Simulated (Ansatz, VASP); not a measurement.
Given: the input of a run of Ansatz 0.2.0 on MgO.

File input.yaml:

```yaml
crystal:
  lattice:
    - [2.9766835069, 0.0, 0.0]
    - [-1.4883417534, 2.577883536, 0.0]
    - [0.0, 0.0, 2.7149429912]
  atoms:
    - { symbol: Mg, position: [0.0, 0.0, 0.0] }
    - { symbol: O, position: [0.3333333333, 0.6666666667, 0.5] }
hamiltonian:
  xc: pbe0
  pseudopotentials: { kind: paw }
kpoints:
  mp_grid: { grid: [6, 6, 6] }
scf:
  occupations: { method: fermi_dirac, width: 0.05 }
output:
  forces: true
  stress: true
  eigenvalues: true
```

Potentials or basis: Ansatz PAW.

The run is started by

```console
$ ansatz run input.yaml --threads 2 --pin off --max-ram 5632MiB --backend cpu --events-out ev --progress --plain --runs-dir out
```

Problem. Translate it to VASP 6.6.1. Potentials there: VASP PAW PBE potentials, release 64 (Mg, O).

Solution. As run (the cutoff follows the program's own potentials):

POSCAR

```
MgO
1.0
    2.9766835069      0.0000000000      0.0000000000
   -1.4883417534      2.5778835360      0.0000000000
    0.0000000000      0.0000000000      2.7149429912
Mg O
1 1
Direct
    0.0000000000      0.0000000000      0.0000000000
    0.3333333333      0.6666666667      0.5000000000
```

INCAR.step1

```
SYSTEM = MgO
PREC = Accurate ; ENCUT = 520
EDIFF = 1E-5 ; ISMEAR = -1
SIGMA = 0.05 ; LREAL = .FALSE.
LASPH = .TRUE. ; NELM = 60
ALGO = Normal ; ISIF = 2
LWAVE = .TRUE. ; LCHARG = .FALSE.
GGA = PE ; NBANDS = 11
```

INCAR.step2

```
SYSTEM = MgO
PREC = Accurate ; ENCUT = 520
EDIFF = 1E-6 ; ISMEAR = -1
SIGMA = 0.05 ; LREAL = .FALSE.
LASPH = .TRUE. ; NELM = 60
ALGO = Normal ; ISIF = 2
LWAVE = .FALSE. ; LCHARG = .FALSE.
GGA = PE ; LHFCALC = .TRUE.
AEXX = 0.25 ; PRECFOCK = Normal
ISTART = 1 ; NBANDS = 11
```

File KPOINTS:

```
Automatic mesh
0
G
  6 6 6
  0 0 0
```

Potentials or basis: VASP PAW PBE potentials, release 64 (Mg, O).

Command:

```sh
$ cat potpaw_PBE.64/Mg/POTCAR potpaw_PBE.64/O/POTCAR > POTCAR
$ cp INCAR.step1 INCAR
$ mpirun -np 1 vasp_std > vasp.out
$ cp INCAR.step2 INCAR
$ mpirun -np 1 vasp_std > vasp.out
```

Both were run:

|  | VASP | Ansatz | Ansatz less VASP |
| --- | --- | --- | --- |
| gap on the k mesh at the Fermi level (eV) | 4.98 | 5.00 | +0.026 |
| least direct gap on the mesh (eV) | 5.39 | 5.41 | +0.020 |
| pressure (GPa) | -10.8 | -10.4 | +0.45 |
| traceless stress, the component that is largest in VASP (GPa) | -1.71 | -1.66 | +0.053 |

VASP's potentials hold 8 valence electrons a cell and Ansatz's 16, so a difference there can come from the potentials and not from the codes.
